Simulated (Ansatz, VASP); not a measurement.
# One calculation of AlNi, two programs

The input POSCAR:

```
AlNi
1.0
    1.9386940000     -1.9531901500      0.0000000000
    1.9386940000      1.9531901500      0.0000000000
    0.0000000000      0.0000000000      3.0994300413
Al Ni
1 1
Direct
    0.0000000000      0.0000000000      0.0000000000
    0.5000000000      0.5000000000      0.5000000000
```

Contents of INCAR.step1:

```
SYSTEM = AlNi
PREC = Accurate
ENCUT = 520
ISMEAR = 0
SIGMA = 0.1
LREAL = .False.
LASPH = .True.
NELM = 60
NBANDS = 14
GGA = PE
ALGO = Normal
EDIFF = 1E-4
LWAVE = .True.
LCHARG = .False.
```

INCAR.step2

```
SYSTEM = AlNi
PREC = Accurate
ENCUT = 520
EDIFF = 1E-6
ISMEAR = 0
SIGMA = 0.1
LREAL = .False.
LASPH = .True.
NELM = 60
ALGO = Normal
ISIF = 2
LWAVE = .False.
LCHARG = .False.
METAGGA = R2SCAN
LMIXTAU = .True.
NBANDS = 14
ISTART = 1
```

KPOINTS

```
regular mesh
0
Gamma
  26 26 22
  0 0 0
```

Input for Ansatz:

```yaml
crystal:
  lattice:
    - [1.938694, -1.95319015, 0.0]
    - [1.938694, 1.95319015, 0.0]
    - [0.0, 0.0, 3.0994300413]
  atoms:
    - { symbol: Al, position: [0.0, 0.0, 0.0] }
    - { symbol: Ni, position: [0.5, 0.5, 0.5] }
basis:
  ecutwfc: 500
kpoints:
  mp_grid: { grid: [26, 26, 22] }
hamiltonian:
  xc: r2scan
scf:
  occupations: { method: gaussian, width: 0.1 }
output:
  forces: true
  stress: true
  eigenvalues: true
```

Alike in both runs: task single point; functional r2SCAN; k mesh 26 × 26 × 22; occupations gaussian, width 0.1 eV; no spin polarisation.

```csv
,VASP,Ansatz
version,VASP 6.6.1,Ansatz 0.2.0
potentials or method,"VASP PAW PBE potentials, release 64 (Al, Ni), cutoff 520 eV","scalar-relativistic, plane waves, PAW"
valence electrons in the cell,13,21
```

Ansatz gave:

| Item | Value |
| --- | --- |
| gap on the k mesh at the Fermi level (eV) | none |
| pressure (GPa) | 0.6 |
| traceless stress, the component that is largest in VASP (GPa) | -4.64 |

Question: Estimate VASP's values.

Answer: gap on the k mesh at the Fermi level (eV): none; pressure (GPa): 0.4; traceless stress, the component that is largest in VASP (GPa): -4.80.

VASP's potentials were made for PBE, not for r2SCAN. A gap of «none» marks a metal or a gap that the smearing closes. With one functional, cell and mesh, what is left measures potentials, basis and numerics. VASP's potentials hold 13 valence electrons a cell and Ansatz's 21, so a difference there can come from the potentials and not from the codes.
